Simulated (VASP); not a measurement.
# Ti4CN4O in VASP: single point with PBEsol

Aim: the single point of Ti4CN4O with PBEsol.

Program: VASP 6.6.1. These are calculated values, not measurements. Logs are shortened: lines on timing, memory, paths and dates and some standing lists are left out, and cuts for length are marked.

## (1) The cell of the first run

The cell holds a slab with vacuum, 10 atoms: a = 2.973 Å, b = 2.973 Å, c = 26.456 Å, α = 90.00°, β = 90.00°, γ = 90.00°.

## (2) Single point, PBEsol

INCAR reads:

```
ALGO = Normal
DIPOL = 0.5 0.5 0.489
EDIFF = 1E-6
ENCUT = 1000
GGA = PS
GGA_COMPAT = F
IDIPOL = 3
ISIF = 2
ISMEAR = 0
LASPH = T
LCHARG = T
LDIPOL = T
LELF = T
LREAL = F
LVACPOTAV = T
LVHAR = T
LWAVE = F
NBANDS = 50
NELM = 120
NELMDL = -8
PREC = Accurate
SIGMA = 0.1
```

KPOINTS reads:

```
k-points
0
Gamma
  10 10 1
```

POSCAR reads:

```
Ti4CN4O
1.0
    2.9726300472      0.0000000000      0.0000000000
    0.0000000000      2.9726300472      0.0000000000
    0.0000000000      0.0000000000     26.4559005930
Ti N C O
4 4 1 1
Direct
    0.5000000000      0.5000000000      0.3212893838
    0.0000000000      0.0000000000      0.4007411060
    0.5000000000      0.5000000000      0.4764041416
    0.0000000000      0.0000000000      0.5582295618
    0.0000000000      0.0000000000      0.3212893838
    0.5000000000      0.5000000000      0.4007411060
    0.0000000000      0.0000000000      0.4821703246
    0.5000000000      0.5000000000      0.5962256051
    0.5000000000      0.5000000000      0.6435738505
    0.5000000000      0.5000000000      0.6878525558
```

Potentials or basis: VASP PAW PBE potentials, release 64 (Ti_sv, N_h, C_h, O_h).

On the command line:

```console
$ cat potpaw_PBE.64/Ti_sv/POTCAR potpaw_PBE.64/N_h/POTCAR potpaw_PBE.64/C_h/POTCAR potpaw_PBE.64/O_h/POTCAR > POTCAR
$ mpirun -np 1 vasp_std > vasp.out
```

OUTCAR:

```text
EDIFF = 1E-6
   ENCUT = 1000
   GGA = PS
   ISIF = 2
   ISMEAR = 0
   LASPH = T
   LREAL = F
   NELM = 120
   NELMDL = -8
   PREC = Accurate

 ion  position               nearest neighbor table
   1  0.500  0.500  0.321-   5 2.10   5 2.10   5 2.10   5 2.10   6 2.10
   2  0.000  0.000  0.401-   6 2.10   6 2.10   6 2.10   6 2.10   5 2.10   7 2.15   3 2.90   3 2.90
                             3 2.90   3 2.90
   3  0.500  0.500  0.476-   6 2.00   7 2.11   7 2.11   7 2.11   7 2.11   2 2.90   2 2.90   2 2.90
                             2 2.90
   4  0.000  0.000  0.558-   7 2.01
   5  0.000  0.000  0.321-   1 2.10   1 2.10   1 2.10   1 2.10   2 2.10
   6  0.500  0.500  0.401-   3 2.00   2 2.10   2 2.10   2 2.10   2 2.10   1 2.10
   7  0.000  0.000  0.482-   4 2.01   3 2.11   3 2.11   3 2.11   3 2.11   2 2.15
   8  0.500  0.500  0.596-   9 1.25
   9  0.500  0.500  0.644-  10 1.17   8 1.25
  10  0.500  0.500  0.688-   9 1.17

  LATTYP: Found a simple tetragonal cell.
 ALAT       =     2.9726300472
 C/A-ratio  =     8.8998295021

  Lattice vectors:

 A1 = (   2.9726300472,   0.0000000000,   0.0000000000)
 A2 = (   0.0000000000,   2.9726300472,   0.0000000000)
 A3 = (   0.0000000000,   0.0000000000,  26.4559005930)

Analysis of symmetry for initial positions (statically):
=====================================================================
 Subroutine PRICEL returns:
 Original cell was already a primitive cell.

 Routine SETGRP: Setting up the symmetry group for a
 simple tetragonal supercell.

 Subroutine GETGRP returns: Found  8 space group operations
 (whereof  8 operations were pure point group operations)
 out of a pool of 16 trial point group operations.

The static configuration has the point symmetry C_4v.

Analysis of symmetry for dynamics (positions and initial velocities):
=====================================================================
 Subroutine PRICEL returns:
 Original cell was already a primitive cell.

 Routine SETGRP: Setting up the symmetry group for a
 simple tetragonal supercell.

 Subroutine GETGRP returns: Found  8 space group operations
 (whereof  8 operations were pure point group operations)
 out of a pool of 16 trial point group operations.

The dynamic configuration has the point symmetry C_4v.

 Subroutine INISYM returns: Found  8 space group operations
 (whereof  8 operations are pure point group operations),
 and found     1 'primitive' translations

----------------------------------------------------------------------------------------

                                     Primitive cell

  volume of cell :     233.7783

  direct lattice vectors                    reciprocal lattice vectors
     2.972630047  0.000000000  0.000000000     0.336402440  0.000000000  0.000000000
     0.000000000  2.972630047  0.000000000     0.000000000  0.336402440  0.000000000
     0.000000000  0.000000000 26.455900593     0.000000000  0.000000000  0.037798751

  length of vectors
     2.972630047  2.972630047 26.455900593     0.336402440  0.336402440  0.037798751

  position of ions in fractional coordinates (direct lattice)
     0.500000000  0.500000000  0.321289384
     0.000000000  0.000000000  0.400741106
     0.500000000  0.500000000  0.476404142
     0.000000000  0.000000000  0.558229562
     0.000000000  0.000000000  0.321289384
     0.500000000  0.500000000  0.400741106
     0.000000000  0.000000000  0.482170325
     0.500000000  0.500000000  0.596225605
     0.500000000  0.500000000  0.643573850
     0.500000000  0.500000000  0.687852556

  ion indices of the primitive-cell ions
   primitive index   ion index
                 1           1
                 2           2
                 3           3
                 4           4
                 5           5
                 6           6
                 7           7
                 8           8
                 9           9
                10          10

----------------------------------------------------------------------------------------

 KPOINTS: k-points

Automatic generation of k-mesh.
 Grid dimensions read from file:
 generate k-points for:   10   10    1

 Generating k-lattice:

  Cartesian coordinates                     Fractional coordinates (reciprocal lattice)
     0.033640244  0.000000000  0.000000000     0.100000000  0.000000000  0.000000000
     0.000000000  0.033640244  0.000000000     0.000000000  0.100000000  0.000000000
     0.000000000  0.000000000  0.037798751     0.000000000  0.000000000  1.000000000

  Length of vectors
     0.033640244  0.033640244  0.037798751

  Shift w.r.t. Gamma in fractional coordinates (k-lattice)
     0.000000000  0.000000000  0.000000000

 Subroutine IBZKPT returns following result:
 ===========================================

 Found     21 irreducible k-points:

 Following reciprocal coordinates:
            Coordinates               Weight
  0.000000  0.000000  0.000000      1.000000
  0.100000  0.000000  0.000000      4.000000
  0.200000  0.000000  0.000000      4.000000
  0.300000  0.000000  0.000000      4.000000
  0.400000  0.000000  0.000000      4.000000
  0.500000  0.000000  0.000000      2.000000
[... 13 lines left out ...]
  0.500000  0.400000  0.000000      4.000000
  0.500000  0.500000  0.000000      1.000000
   k-points           NKPTS =     21   k-points in BZ     NKDIM =     21   number of bands    NBANDS=     50
   number of dos      NEDOS =    301   number of ions     NIONS =     10
   total plane-waves  NPLWV = 286720
   dimension x,y,z NGX =    32 NGY =   32 NGZ =  280
   dimension x,y,z NGXF=    64 NGYF=   64 NGZF=  560
   ions per type =               4   4   1   1
   NGX,Y,Z   is equivalent  to a cutoff of  17.90, 17.90, 17.59 a.u.
   NGXF,Y,Z  is equivalent  to a cutoff of  35.79, 35.79, 35.19 a.u.
 SYSTEM =  unknown system
   PREC   = accura    normal or accurate (medium, high low for compatibility)
   ISTART =      0    job   : 0-new  1-cont  2-samecut
   ICHARG =      2    charge: 1-file 2-atom 10-const
   ISPIN  =      1    spin polarized calculation?
   LNONCOLLINEAR =      F non collinear calculations
   LSORBIT =      F    spin-orbit coupling
   LASPH  =      T    aspherical Exc in radial PAW
   ENCUT  = 1000.0 eV  73.50 Ry    8.57 a.u.   7.66  7.66 68.21*2*pi/ulx,y,z
   NELM   =    120;   NELMIN=  2; NELMDL= -8     # of ELM steps
   EDIFF  = 0.1E-05   stopping-criterion for ELM
   LREAL  =      F    real-space projection
   EDIFFG = 0.1E-04   stopping-criterion for IOM
   NSW    =      0    number of steps for IOM
   IBRION =     -1    ionic relax: 0-MD 1-quasi-New 2-CG
   NFREE  =      0    steps in history (QN), initial steepest desc. (CG)
   ISIF   =      2    stress and relaxation
   ISYM   =      2    0-nonsym 1-usesym 2-fastsym
   POTIM  = 0.5000    time-step for ionic-motion
   TEBEG  =    0.0;   TEEND  =   0.0 temperature during run
   PSTRESS=    0.0 pullay stress
   NELECT =      78.0000    total number of electrons
   NUPDOWN=      -1.0000    fix difference up-down
   EMIN   =  10.00;   EMAX   =-10.00  energy-range for DOS
   EFERMI =   0.00;   METHOD = LEGACY
   ISMEAR =     0;   SIGMA  =   0.10  broadening in eV -4-tet -1-fermi 0-gaus
   EFERMI_NEDOS =   21; number of points for ismear=-14 and -15
   IALGO  =     38    algorithm
   IMIX   =      4    mixing-type and parameters
     AMIX     =   0.40;   BMIX     =  1.00
     AMIX_MAG =   1.60;   BMIX_MAG =  1.00
  volume/ion in A,a.u.               =      23.38       157.76
  Fermi-wavevector in a.u.,A,eV,Ry     =   1.135459  2.145707 17.541556  1.289268
  Thomas-Fermi vector in A             =   2.272164
   LORBIT       =      0    0 simple, 1 ext, 2 COOP (PROOUT), +10 PAW based schemes
   GGA     = PS    functional components
   LHFCALC =     F    Hartree Fock is set to
   AEXX    =    0.0000 exact exchange contribution
   IVDW    =     0    specifies the selected vdW correction
   LEPSILON=     F    determine dielectric tensor
   LRPA    =     F    only Hartree local field effects (RPA)
 non-spin polarized calculation
 Gauss-broadening in eV      SIGMA  =   0.10
  energy-cutoff  :     1000.00
  volume of cell :      233.78
 maximum number of plane-waves:     16860
 NGX is ok and might be reduce to    32
   NGX = 15   NGY = 15   NGZ =137

 dipolmoment           0.000000      0.000000     -0.125623 electrons x Angstroem

 number of electron      78.0000003 magnetization

 dipolmoment           0.000000      0.000000      0.121910 electrons x Angstroem

 Free energy of the ion-electron system (eV)
  ---------------------------------------------------
  ext. energy  EPLUGINS =         0.00000000
  ---------------------------------------------------
  free energy    TOTEN  =       -95.70376109 eV

  energy without entropy =      -95.67123025  energy(sigma->0) =      -95.68749567

 E-fermi :   2.1310     XC(G=0):  -5.8811

 val. band max:        2.1245010215   @ k =   0.5000   0.4000   0.0000
 cond. band min:       2.1341973706   @ k =   0.2000   0.0000   0.0000
 fundamental gap:      0.0096963491
 Fermi energy:         2.1309918504

 k-point     1 :       0.0000    0.0000    0.0000
  band No.  band energies     occupation
      1     -55.5661      2.00000
      2     -55.2879      2.00000
      3     -55.0686      2.00000
      4     -54.9297      2.00000
      5     -32.1303      2.00000
      6     -31.7495      2.00000
[... 42 lines left out ...]
     49       3.5805      0.00000
     50       3.7460      0.00000

 k-point     2 :       0.1000    0.0000    0.0000
  band No.  band energies     occupation
      1     -55.5621      2.00000
      2     -55.2837      2.00000
      3     -55.0654      2.00000
      4     -54.9270      2.00000
      5     -32.1266      2.00000
      6     -31.8151      2.00000
[... 42 lines left out ...]
     49       3.9516      0.00000
     50       4.0559      0.00000

 k-point     3 :       0.2000    0.0000    0.0000
  band No.  band energies     occupation
      1     -55.5519      2.00000
      2     -55.2725      2.00000
      3     -55.0571      2.00000
      4     -54.9200      2.00000
      5     -32.1223      2.00000
      6     -31.9219      2.00000
[... 42 lines left out ...]
     49       4.1492      0.00000
     50       4.4116      0.00000

 k-point     4 :       0.3000    0.0000    0.0000
  band No.  band energies     occupation
      1     -55.5391      2.00000
      2     -55.2586      2.00000
      3     -55.0468      2.00000
      4     -54.9114      2.00000
      5     -32.1355      2.00000
      6     -32.0387      2.00000
[... 840 lines left out ...]
 k-point    20 :       0.5000    0.4000    0.0000
  band No.  band energies     occupation
      1     -55.4930      2.00000
      2     -55.2093      2.00000
      3     -55.0020      2.00000
      4     -54.8721      2.00000
      5     -32.0720      2.00000
      6     -32.0675      2.00000
[... 42 lines left out ...]
     49       4.6245      0.00000
     50       4.8425      0.00000

 k-point    21 :       0.5000    0.5000    0.0000
  band No.  band energies     occupation
      1     -55.4896      2.00000
      2     -55.2057      2.00000
      3     -54.9985      2.00000
      4     -54.8689      2.00000
      5     -32.0736      2.00000
      6     -32.0736      2.00000
[... 42 lines left out ...]
     49       4.6671      0.00000
     50       4.8668      0.00000

------------------------ aborting loop because EDIFF is reached ----------------------------------------

  FORCE on cell =-STRESS in cart. coord.  units (eV):
  Direction    XX          YY          ZZ          XY          YZ          ZX
  --------------------------------------------------------------------------------------
  -------------------------------------------------------------------------------------
  Total       -4.5015568     -4.5015568     -1.1502969      0.0000000      0.0000000      0.0000000
  in kB      -30.8509856    -30.8509856     -7.8834490      0.0000000      0.0000000      0.0000000
  external PRESSURE =     -23.1951400 kB  Pullay stress =       0.0000000 kB

 VOLUME and BASIS-vectors are now :
 -----------------------------------------------------------------------------
  energy-cutoff  :     1000.00
  volume of cell :      233.78
      direct lattice vectors                 reciprocal lattice vectors
     2.972630047  0.000000000  0.000000000     0.336402440  0.000000000  0.000000000
     0.000000000  2.972630047  0.000000000     0.000000000  0.336402440  0.000000000
     0.000000000  0.000000000 26.455900593     0.000000000  0.000000000  0.037798751

 POSITION                                       TOTAL-FORCE (eV/Angst)
 -----------------------------------------------------------------------------------
      1.48632      1.48632      8.50000         0.000000      0.000000      1.993800
      0.00000      0.00000     10.60197         0.000000      0.000000      0.294843
      1.48632      1.48632     12.60370         0.000000     -0.000000      0.013910
      0.00000      0.00000     14.76847         0.000000      0.000000      0.020358
      0.00000      0.00000      8.50000         0.000000      0.000000     -1.336388
      1.48632      1.48632     10.60197         0.000000      0.000000     -0.993514
      0.00000      0.00000     12.75625         0.000000      0.000000      0.000660
      1.48632      1.48632     15.77369         0.000000      0.000000      0.004123
      1.48632      1.48632     17.02633         0.000000      0.000000     -0.096393
      1.48632      1.48632     18.19776         0.000000     -0.000000      0.098599
 -----------------------------------------------------------------------------------
    total drift:                                0.000000     -0.000000      0.000159

  FREE ENERGIE OF THE ION-ELECTRON SYSTEM (eV)
  ---------------------------------------------------
  free  energy   TOTEN  =       -95.7037610869 eV

  energy  without entropy=      -95.6712302507  energy(sigma->0) =      -95.68749567

 vacuum level on the upper side and lower side of the slab         7.149         4.651
```

Wall time 22 min (1 thread of AMD EPYC 7R13 (Zen 3), shared host); peak memory 0.95 GiB.

What came out:

| Property | Result |
| --- | --- |
| Free energy | -95.7038 eV |
| Largest force | 1.994 eV/Å |
| Band gap on the k mesh | zero (bands 39 and 40 overlap by 1.57 eV) |

Forces in eV/Å, atoms in the order of the input:
```
Ti   0.000  0.000  1.994
Ti   0.000  0.000  0.295
Ti   0.000  0.000  0.014
Ti   0.000  0.000  0.020
N    0.000  0.000 -1.336
N    0.000  0.000 -0.994
N    0.000  0.000  0.001
N    0.000  0.000  0.004
C    0.000  0.000 -0.096
O    0.000  0.000  0.099
```

Caveat: the PAW data sets were made with another functional, which shifts forces and pressure a little.
